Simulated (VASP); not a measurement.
# Na (Fd-3m) in VASP: notebook

Runs on Na. Level: PBE. Tasks: single point, relaxation of cell and atoms.

Program: VASP 6.6.1. These are calculated values, not measurements. Logs are shortened: lines on timing, memory, paths and dates and some standing lists are left out, and cuts for length are marked.

## 1. The cell of the first run

It takes space group Fd-3m (No. 227, cubic). Conventional cell: a = 6.876 Å, b = 6.876 Å, c = 6.876 Å, α = 90.00°, β = 90.00°, γ = 90.00°. Within 3.9 Å of Na (site symmetry -43m) lie 4 Na at 2.98 Å.

This isn't the form of Na at room conditions, which is bcc.

## 2. Single point, PBE

File INCAR:

```
ALGO     = Normal         # electronic algorithm
EDIFF    = 1E-6           # SCF threshold, eV
ENCUT    = 520            # plane-wave cutoff, eV
GGA      = PE             # functional
ISIF     = 2              # what is computed and relaxed
ISMEAR   = -1             # smearing method
LASPH    = True           # aspherical terms in the spheres
LCHARG   = False          # write CHGCAR
LREAL    = False          # projectors in reciprocal space
LWAVE    = False          # write WAVECAR
NBANDS   = 14             # bands
NELM     = 60             # most SCF steps
PREC     = Accurate       # precision mode
SIGMA    = 0.08           # smearing width, eV
```

File KPOINTS:

```
k-points
0
Gamma
  10 10 10
```

File POSCAR:

```
Na
1.0
    0.0000000000      3.4380975195      3.4380975195
    3.4380975195      0.0000000000      3.4380975195
    3.4380975195      3.4380975195      0.0000000000
Na
2
Direct
   -0.1250000000     -0.1250000000     -0.1250000000
    0.1250000000      0.1250000000      0.1250000000
```

Potentials or basis: VASP PAW PBE potentials, release 64 (Na_pv).

The run is started by

```console
> cat potpaw_PBE.64/Na_pv/POTCAR > POTCAR
> mpirun -np 1 vasp_std > vasp.out
```

OUTCAR:

```text
EDIFF = 1E-6
   ENCUT = 520
   GGA = PE
   ISIF = 2
   ISMEAR = -1
   LASPH = True
   LREAL = False
   NELM = 60
   PREC = Accurate

 ion  position               nearest neighbor table
   1  0.875  0.875  0.875-
   2  0.125  0.125  0.125-

  LATTYP: Found a face centered cubic cell.
 ALAT       =     6.8761950390

  Lattice vectors:

 A1 = (   0.0000000000,   3.4380975195,   3.4380975195)
 A2 = (   3.4380975195,   0.0000000000,   3.4380975195)
 A3 = (   3.4380975195,   3.4380975195,   0.0000000000)

Analysis of symmetry for initial positions (statically):
=====================================================================
 Subroutine PRICEL returns:
 Original cell was already a primitive cell.

 Routine SETGRP: Setting up the symmetry group for a
 face centered cubic supercell.

 Subroutine GETGRP returns: Found 48 space group operations
 (whereof 12 operations were pure point group operations)
 out of a pool of 48 trial point group operations.

The static configuration has the point symmetry D_3d.
 The point group associated with its full space group is O_h .

Analysis of symmetry for dynamics (positions and initial velocities):
=====================================================================
 Subroutine PRICEL returns:
 Original cell was already a primitive cell.

 Routine SETGRP: Setting up the symmetry group for a
 face centered cubic supercell.

 Subroutine GETGRP returns: Found 48 space group operations
 (whereof 12 operations were pure point group operations)
 out of a pool of 48 trial point group operations.

The dynamic configuration has the point symmetry D_3d.
 The point group associated with its full space group is O_h .

 Subroutine INISYM returns: Found 48 space group operations
 (whereof 12 operations are pure point group operations),
 and found     1 'primitive' translations

----------------------------------------------------------------------------------------

                                     Primitive cell

  volume of cell :      81.2802

  direct lattice vectors                    reciprocal lattice vectors
     0.000000000  3.438097519  3.438097519    -0.145429266  0.145429266  0.145429266
     3.438097519  0.000000000  3.438097519     0.145429266 -0.145429266  0.145429266
     3.438097519  3.438097519  0.000000000     0.145429266  0.145429266 -0.145429266

  length of vectors
     4.862204141  4.862204141  4.862204141     0.251890878  0.251890878  0.251890878

  position of ions in fractional coordinates (direct lattice)
     0.875000000  0.875000000  0.875000000
     0.125000000  0.125000000  0.125000000

  ion indices of the primitive-cell ions
   primitive index   ion index
                 1           1
                 2           2

----------------------------------------------------------------------------------------

 KPOINTS: k-points

Automatic generation of k-mesh.
 Grid dimensions read from file:
 generate k-points for:   10   10   10

 Generating k-lattice:

  Cartesian coordinates                     Fractional coordinates (reciprocal lattice)
    -0.014542927  0.014542927  0.014542927     0.100000000  0.000000000  0.000000000
     0.014542927 -0.014542927  0.014542927     0.000000000  0.100000000  0.000000000
     0.014542927  0.014542927 -0.014542927     0.000000000  0.000000000  0.100000000

  Length of vectors
     0.025189088  0.025189088  0.025189088

  Shift w.r.t. Gamma in fractional coordinates (k-lattice)
     0.000000000  0.000000000  0.000000000

 Subroutine IBZKPT returns following result:
 ===========================================

 Found     47 irreducible k-points:

 Following reciprocal coordinates:
            Coordinates               Weight
  0.000000  0.000000  0.000000      1.000000
  0.100000  0.000000  0.000000      8.000000
  0.200000  0.000000  0.000000      8.000000
  0.300000  0.000000  0.000000      8.000000
  0.400000  0.000000  0.000000      8.000000
  0.500000  0.000000  0.000000      4.000000
[... 16 lines left out ...]
  0.300000  0.300000  0.000000      6.000000
  0.400000  0.300000  0.000000     24.000000
 [... further k-points ...]
   k-points           NKPTS =     47   k-points in BZ     NKDIM =     47   number of bands    NBANDS=     14
   number of dos      NEDOS =    301   number of ions     NIONS =      2
   total plane-waves  NPLWV =  46656
   dimension x,y,z NGX =    36 NGY =   36 NGZ =   36
   dimension x,y,z NGXF=    72 NGYF=   72 NGZF=   72
   ions per type =               2
   NGX,Y,Z   is equivalent  to a cutoff of  12.31, 12.31, 12.31 a.u.
   NGXF,Y,Z  is equivalent  to a cutoff of  24.62, 24.62, 24.62 a.u.
 SYSTEM =  unknown system
   PREC   = accura    normal or accurate (medium, high low for compatibility)
   ISTART =      0    job   : 0-new  1-cont  2-samecut
   ICHARG =      2    charge: 1-file 2-atom 10-const
   ISPIN  =      1    spin polarized calculation?
   LNONCOLLINEAR =      F non collinear calculations
   LSORBIT =      F    spin-orbit coupling
   LASPH  =      T    aspherical Exc in radial PAW
   ENCUT  =  520.0 eV  38.22 Ry    6.18 a.u.   9.04  9.04  9.04*2*pi/ulx,y,z
   NELM   =     60;   NELMIN=  2; NELMDL= -5     # of ELM steps
   EDIFF  = 0.1E-05   stopping-criterion for ELM
   LREAL  =      F    real-space projection
   EDIFFG = 0.1E-04   stopping-criterion for IOM
   NSW    =      0    number of steps for IOM
   IBRION =     -1    ionic relax: 0-MD 1-quasi-New 2-CG
   NFREE  =      0    steps in history (QN), initial steepest desc. (CG)
   ISIF   =      2    stress and relaxation
   ISYM   =      2    0-nonsym 1-usesym 2-fastsym
   POTIM  = 0.5000    time-step for ionic-motion
   TEBEG  =    0.0;   TEEND  =   0.0 temperature during run
   PSTRESS=    0.0 pullay stress
   NELECT =      14.0000    total number of electrons
   NUPDOWN=      -1.0000    fix difference up-down
   EMIN   =  10.00;   EMAX   =-10.00  energy-range for DOS
   EFERMI =   0.00;   METHOD = LEGACY
   ISMEAR =    -1;   SIGMA  =   0.08  broadening in eV -4-tet -1-fermi 0-gaus
   EFERMI_NEDOS =   21; number of points for ismear=-14 and -15
   IALGO  =     38    algorithm
   IMIX   =      4    mixing-type and parameters
     AMIX     =   0.40;   BMIX     =  1.00
     AMIX_MAG =   1.60;   BMIX_MAG =  1.00
  volume/ion in A,a.u.               =      40.64       274.25
  Fermi-wavevector in a.u.,A,eV,Ry     =   0.910869  1.721293 11.288517  0.829683
  Thomas-Fermi vector in A             =   2.035082
   LORBIT       =      0    0 simple, 1 ext, 2 COOP (PROOUT), +10 PAW based schemes
   GGA     = PE    functional components
   LHFCALC =     F    Hartree Fock is set to
   AEXX    =    0.0000 exact exchange contribution
   IVDW    =     0    specifies the selected vdW correction
   LEPSILON=     F    determine dielectric tensor
   LRPA    =     F    only Hartree local field effects (RPA)
 non-spin polarized calculation
  energy-cutoff  :      520.00
  volume of cell :       81.28
 maximum number of plane-waves:      2206
   NGX = 19   NGY = 19   NGZ = 19

 number of electron      13.9999990 magnetization

 Free energy of the ion-electron system (eV)
  ---------------------------------------------------
  ext. energy  EPLUGINS =         0.00000000
  ---------------------------------------------------
  free energy    TOTEN  =        -1.86025417 eV

  energy without entropy =       -1.83999958  energy(sigma->0) =       -1.85012688

 E-fermi :   0.1314     XC(G=0):  -6.2112

 val. band max:        0.1058329899   @ k =  -0.4000   0.2000   0.0000
 cond. band min:       0.1655503222   @ k =  -0.3000   0.4000   0.1000
 fundamental gap:      0.0597173323
 Fermi energy:         0.1314351855

 k-point     1 :       0.0000    0.0000    0.0000
  band No.  band energies     occupation
      1     -25.3772      2.00000
      2     -25.3772      2.00000
      3     -25.3772      2.00000
      4     -25.2986      2.00000
      5     -25.2986      2.00000
      6     -25.2986      2.00000
      7      -2.9955      2.00000
      8       5.6507      0.00000
      9       5.6507      0.00000
     10       5.6507      0.00000
     11       5.8877      0.00000
     12       5.8877      0.00000
     13       5.8877      0.00000
     14       8.1276      0.00000

 k-point     2 :       0.1000    0.0000    0.0000
  band No.  band energies     occupation
      1     -25.3782      2.00000
      2     -25.3782      2.00000
      3     -25.3772      2.00000
      4     -25.2989      2.00000
      5     -25.2977      2.00000
      6     -25.2977      2.00000
      7      -2.8972      2.00000
      8       4.4223      0.00000
      9       5.2790      0.00000
     10       5.2790      0.00000
     11       6.3736      0.00000
     12       6.4017      0.00000
     13       6.4017      0.00000
     14       7.6505      0.00000

 k-point     3 :       0.2000    0.0000    0.0000
  band No.  band energies     occupation
      1     -25.3806      2.00000
      2     -25.3806      2.00000
      3     -25.3772      2.00000
      4     -25.2998      2.00000
      5     -25.2954      2.00000
      6     -25.2954      2.00000
      7      -2.6036      2.00000
      8       2.9878      0.00000
      9       4.9709      0.00000
     10       4.9709      0.00000
     11       6.3243      0.00000
     12       6.6371      0.00000
     13       6.6371      0.00000
     14       7.4274      0.00000
[... 324 lines left out ...]
 k-point    23 :       0.3000    0.3000    0.0000
  band No.  band energies     occupation
      1     -25.3901      2.00000
      2     -25.3901      2.00000
      3     -25.3620      2.00000
      4     -25.3160      2.00000
      5     -25.2865      2.00000
      6     -25.2865      2.00000
      7      -1.8270      2.00000
      8       3.0909      0.00000
      9       3.4148      0.00000
     10       3.4148      0.00000
     11       4.1192      0.00000
     12       4.1257      0.00000
     13       9.3219      0.00000
     14       9.5922      0.00000

 k-point    24 :       0.4000    0.3000    0.0000
  band No.  band energies     occupation
      1     -25.3929      2.00000
      2     -25.3921      2.00000
      3     -25.3574      2.00000
      4     -25.3210      2.00000
      5     -25.2845      2.00000
      6     -25.2840      2.00000
      7      -1.3472      2.00000
      8       2.2874      0.00000
      9       2.4419      0.00000
     10       3.2746      0.00000
     11       3.9650      0.00000
     12       4.8512      0.00000
     13       8.9390      0.00000
     14       9.7973      0.00000

 [... further k-points ...]

------------------------ aborting loop because EDIFF is reached ----------------------------------------

  FORCE on cell =-STRESS in cart. coord.  units (eV):
  Direction    XX          YY          ZZ          XY          YZ          ZX
  --------------------------------------------------------------------------------------
  -------------------------------------------------------------------------------------
  Total        0.7017494      0.7017494      0.7017494     -0.0000000      0.0000000     -0.0000000
  in kB       13.8327345     13.8327345     13.8327345     -0.0000000      0.0000000     -0.0000000
  external PRESSURE =      13.8327345 kB  Pullay stress =       0.0000000 kB

 VOLUME and BASIS-vectors are now :
 -----------------------------------------------------------------------------
  energy-cutoff  :      520.00
  volume of cell :       81.28
      direct lattice vectors                 reciprocal lattice vectors
     0.000000000  3.438097519  3.438097519    -0.145429266  0.145429266  0.145429266
     3.438097519  0.000000000  3.438097519     0.145429266 -0.145429266  0.145429266
     3.438097519  3.438097519  0.000000000     0.145429266  0.145429266 -0.145429266

 POSITION                                       TOTAL-FORCE (eV/Angst)
 -----------------------------------------------------------------------------------
      6.01667      6.01667      6.01667        -0.000000      0.000000      0.000000
      0.85952      0.85952      0.85952         0.000000     -0.000000     -0.000000
 -----------------------------------------------------------------------------------
    total drift:                                0.000000      0.000000      0.000000

  FREE ENERGIE OF THE ION-ELECTRON SYSTEM (eV)
  ---------------------------------------------------
  free  energy   TOTEN  =        -1.8602541750 eV

  energy  without entropy=       -1.8399995849  energy(sigma->0) =       -1.85012688
```

It took 40 s on 1 thread of Intel Xeon 8259CL, shared host; peak memory 0.21 GiB.

Results:

- Free energy: -1.8603 eV
- Pressure: 1.4 GPa
- Band gap on the k mesh: zero (bands 7 and 8 overlap by 1.10 eV)

Levels at points of the mesh, in eV from the Fermi level:
```
           k point  band 4  band 5  band 6  band 7  band 8  band 9  band 10  band 11
(0.00, 0.00, 0.00)  -25.43  -25.43  -25.43   -3.13    5.52    5.52     5.52     5.76
(0.50, 0.00, 0.00)  -25.43  -25.42  -25.42   -0.86   -0.56    4.74     4.74     5.20
(0.50, 0.50, 0.00)  -25.47  -25.41  -25.41    0.06    0.06    2.84     2.84     3.49
```

[end of part 1 of 2]
